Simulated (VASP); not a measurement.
# Be (P6/mmm) in VASP: further runs, part 2 of 2

VASP 6.6.1. Earlier steps stand in the parts before.

## (3) Relaxation of cell and atoms, PBE

This run uses another cell than the first one, of 7.91 Å³/atom.

Contents of INCAR:

```
  PREC = Accurate
  ENCUT = 600
  EDIFF = 1E-6
  ISMEAR = -1
  SIGMA = 0.08
  LREAL = False
  LASPH = True
  NELM = 60
  ALGO = Normal
  ISIF = 3
  LWAVE = False
  LCHARG = False
  GGA = PE
  IBRION = 2
  NSW = 60
  EDIFFG = -0.005
```

Contents of KPOINTS:

```
Automatic mesh
0
Gamma
  10 10 14
```

Contents of POSCAR:

```
Be
1.0
    3.5355621210      0.0000000000      0.0000000000
   -1.7677810605      3.0618866134      0.0000000000
    0.0000000000      0.0000000000      2.1920485150
Be
3
Direct
    0.0000000000      0.0000000000      0.0000000000
    0.3333333333      0.6666666667      0.5000000000
    0.6666666667      0.3333333333      0.5000000000
```

Potentials or basis: VASP PAW PBE potentials, release 64 (Be).

On the command line:

```
$ cat potpaw_PBE.64/Be/POTCAR > POTCAR
$ mpirun -np 1 vasp_std > vasp.out
```

It took 38 s on 1 thread of Intel Xeon 8259CL, shared host; peak memory 0.15 GiB.

The run converged. Its results:

```
Free energy                           : -10.7423 eV
Relaxed volume                        : 8.07 Å³/atom
Relaxed cell                          : a = 3.572 Å, b = 3.572 Å, c = 2.192 Å, α = 90.00°, β = 90.00°, γ = 120.00°
Space group after relaxing (to 0.1 Å) : P6/mmm (No. 191)
Energy gained by relaxing             : 2.1 meV/atom
Ionic steps                           : 4
Pressure after relaxing               : 0.0 GPa
Band gap on the k mesh                : zero (bands 3 and 4 overlap by 4.75 eV)
```

Stress tensor (GPa, compression positive):
```
-0.01  0.00  0.00
 0.00 -0.01  0.00
 0.00  0.00  0.07
```

Step by step:
```tsv
step	energy change (eV)	largest force (eV/Å)	pressure (GPa)	volume (Å³)
1	0.0000	0.0000	2.71	23.73
2	-0.0062	0.0000	0.16	24.19
3	-0.0062	0.0000	0.08	24.21
4	-0.0062	0.0000	0.02	24.22
```

Final structure:
```
Be
1.0
     3.57189    0.00000    0.00000
    -1.78594    3.09334    0.00000
     0.00000    0.00000    2.19236
Be
3
Direct
  0.00000 0.00000 0.00000
  0.33333 0.66667 0.50000
  0.66667 0.33333 0.50000
```

Levels at points of the mesh, in eV from the Fermi level:
| k point | band 1 | band 2 | band 3 | band 4 | band 5 | band 6 | band 7 |
| --- | --- | --- | --- | --- | --- | --- | --- |
| (0.00, 0.00, 0.00) | -11.86 | -1.23 | -1.23 | -1.02 | -1.02 | 5.41 | 5.64 |
| (0.50, 0.00, 0.00) | -9.00 | -8.93 | -4.93 | 0.55 | 9.65 | 10.08 | 11.23 |
| (0.00, 0.00, 0.50) | -6.47 | -5.64 | 3.73 | 3.73 | 4.31 | 5.91 | 5.91 |
| (0.50, 0.00, 0.50) | -4.44 | -4.35 | -1.81 | -0.56 | 1.34 | 3.80 | 5.66 |

## (4) Single point, PBE, collinear spin

This run uses another cell than the first one, of 6.78 Å³/atom.

Contents of INCAR:

```
  PREC = Accurate
  ENCUT = 520
  EDIFF = 1E-7
  ISMEAR = -1
  SIGMA = 0.08
  LREAL = F
  LASPH = T
  NELM = 150
  ALGO = Normal
  ISIF = 2
  LWAVE = F
  LCHARG = T
  ISPIN = 2
  MAGMOM = 3 3 3
  LORBIT = 11
  GGA = PE
  LELF = T
  LVHAR = T
  NBANDS = 14
```

KPOINTS is that of step 3.

Contents of POSCAR:

```
Be
1.0
    3.3865691064      0.0000000000      0.0000000000
   -1.6932845532      2.9328548778      0.0000000000
    0.0000000000      0.0000000000      2.0464304823
Be
3
Direct
    0.0000000000      0.0000000000      0.0000000000
    0.3333333333      0.6666666667      0.5000000000
    0.6666666667      0.3333333333      0.5000000000
```

Potentials or basis: VASP PAW PBE potentials, release 64 (Be).

On the command line:

```
$ cat potpaw_PBE.64/Be/POTCAR > POTCAR
$ mpirun -np 1 vasp_std > vasp.out
```

OUTCAR:

```text
PREC = Accurate
   ENCUT = 520
   EDIFF = 1E-7
   ISMEAR = -1
   LREAL = F
   LASPH = T
   NELM = 150
   ISIF = 2
   ISPIN = 2
   LORBIT = 11
   GGA = PE

 ion  position               nearest neighbor table
   1  0.000  0.000  0.000-   2 2.21   3 2.21   2 2.21   3 2.21   2 2.21   2 2.21   3 2.21   3 2.21
                             3 2.21   3 2.21   2 2.21   2 2.21
   2  0.333  0.667  0.500-   3 1.96   3 1.96   3 1.96   1 2.21   1 2.21   1 2.21   1 2.21   1 2.21
                             1 2.21
   3  0.667  0.333  0.500-   2 1.96   2 1.96   2 1.96   1 2.21   1 2.21   1 2.21   1 2.21   1 2.21
                             1 2.21

  LATTYP: Found a hexagonal cell.
 ALAT       =     3.3865691064
 C/A-ratio  =     0.6042783767

  Lattice vectors:

 A1 = (   3.3865691064,   0.0000000000,   0.0000000000)
 A2 = (  -1.6932845532,   2.9328548778,   0.0000000000)
 A3 = (   0.0000000000,   0.0000000000,   2.0464304823)

Analysis of symmetry for initial positions (statically):
=====================================================================
 Subroutine PRICEL returns:
 Original cell was already a primitive cell.

 Routine SETGRP: Setting up the symmetry group for a
[... 1012 lines left out ...]
     13      33.3582      0.00000
     14      34.7326      0.00000

 [... further k-points ...]
[... 5 lines left out ...]
  --------------------------------------------------------------------------------------
  -------------------------------------------------------------------------------------
  Total        3.3783200      3.3783200      3.3820302      0.0000000      0.0000000      0.0000000
  in kB      266.2955200    266.2955200    266.5879744      0.0000000      0.0000000      0.0000000
  external PRESSURE =     266.3930048 kB  Pullay stress =       0.0000000 kB

 VOLUME and BASIS-vectors are now :
 -----------------------------------------------------------------------------
  energy-cutoff  :      520.00
  volume of cell :       20.33
      direct lattice vectors                 reciprocal lattice vectors
     3.386569106  0.000000000  0.000000000     0.295284097  0.170482353  0.000000000
    -1.693284553  2.932854878  0.000000000     0.000000000  0.340964706  0.000000000
     0.000000000  0.000000000  2.046430482     0.000000000  0.000000000  0.488655739

 POSITION                                       TOTAL-FORCE (eV/Angst)
 -----------------------------------------------------------------------------------
      0.00000      0.00000      0.00000         0.000000      0.000000      0.000000
     -0.00000      1.95524      1.02322         0.000000     -0.000000      0.000000
      1.69328      0.97762      1.02322        -0.000000      0.000000      0.000000
 -----------------------------------------------------------------------------------
    total drift:                                0.000000     -0.000000     -0.000000

  FREE ENERGIE OF THE ION-ELECTRON SYSTEM (eV)
  ---------------------------------------------------
  free  energy   TOTEN  =       -10.4561448411 eV

  energy  without entropy=      -10.4474700856  energy(sigma->0) =      -10.45180746

 total charge

# of ion       s       p       d       tot
------------------------------------------
    1        0.419   0.896   0.000   1.315
    2        0.457   0.914   0.000   1.371
    3        0.457   0.914   0.000   1.371
--------------------------------------------------
tot          1.332   2.725   0.000   4.057

 magnetization (x)

# of ion       s       p       d       tot
------------------------------------------
    1        0.000   0.000   0.000   0.000
    2       -0.000  -0.000   0.000  -0.000
    3       -0.000  -0.000   0.000  -0.000
--------------------------------------------------
tot          0.000   0.000   0.000   0.000
```

It took 80 s on 1 thread of Intel Xeon 8259CL, shared host; peak memory 0.17 GiB.

Results:

- Free energy: -10.4561 eV
- Pressure: 26.6 GPa
- Band gap on the k mesh: zero (filled and empty bands overlap)
- Net moment: 0.00 μB per cell
- Valence electrons inside the program's atomic spheres: Be 1.31, 1.37 (each value once)

Caveat: the cell stands under pressure.

## (5) The runs side by side

```csv
task,spin,cell,cutoff (eV),gap on the mesh (eV),pressure (GPa)
relaxation of shape and atoms at fixed volume,off,"relaxed from a = 3.473, b = 3.473, c = 2.132 Å, angles 90.0, 90.0, 120.0°, 3 atoms",600,none,11.1
relaxation of cell and atoms,off,"relaxed from a = 3.536, b = 3.536, c = 2.192 Å, angles 90.0, 90.0, 120.0°, 3 atoms",600,none,0.0
single point,collinear,"a = 3.387, b = 3.387, c = 2.046 Å, angles 90.0, 90.0, 120.0°, 3 atoms",520,none,26.6
```

Alike in all rows: level PBE; potentials or basis VASP PAW PBE potentials, release 64 (Be); k mesh 10 × 10 × 14; smearing fermi-dirac 0.08 eV.

Caveats: the cell stands under pressure (at least some runs).

Absolute energies hang on the potentials; compare differences alone.
